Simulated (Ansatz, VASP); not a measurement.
## La8O11 in VASP and in Ansatz

```
CELL_PARAMETERS angstrom
-3.93078 -6.80831 0.00000
5.89617 -3.40415 0.00000
0.00000 0.00000 6.11195
ATOMIC_POSITIONS crystal
La 0.49984 0.67101 0.80111
La 0.49988 0.32926 0.24774
La 0.25337 0.16928 0.75177
La 0.24230 0.83718 0.25402
La 0.99984 0.66377 0.75629
La 0.99986 0.33291 0.24573
La 0.74636 0.16922 0.75174
La 0.75742 0.83716 0.25400
O 0.49987 0.35661 0.63327
O 0.75960 0.49517 0.00033
O 0.25109 0.16669 0.35618
O 0.25955 0.82693 0.63978
O 0.49988 0.02591 0.98604
O 0.99986 0.66372 0.36012
O 0.99985 0.33006 0.64386
O 0.24019 0.49516 0.00026
O 0.74863 0.16664 0.35616
O 0.74016 0.82688 0.63975
O 0.99983 0.99006 0.99505
```

Alike in both runs: functional PBE; k mesh 2 × 2 × 2; occupations gaussian, width 0.05 eV; no spin polarisation.

Ansatz relaxed the structure, and its values are those at the end. VASP's run is a single point on that final structure, the one shown.

|  | VASP | Ansatz |
| --- | --- | --- |
| version | VASP 6.6.1 | Ansatz 0.2.0 |
| potentials or method | VASP PAW PBE potentials, release 64 (La, O), cutoff 520 eV | scalar-relativistic, plane waves, PAW |
| valence electrons in the cell | 154 | 154 |

```csv
,VASP,Ansatz,Ansatz less VASP
rms of the force components (eV/Å),0.007,0.005,-0.0019
```

The k mesh is coarse, so the values compare programs but aren't converged. Neither program's run includes spin-orbit coupling.
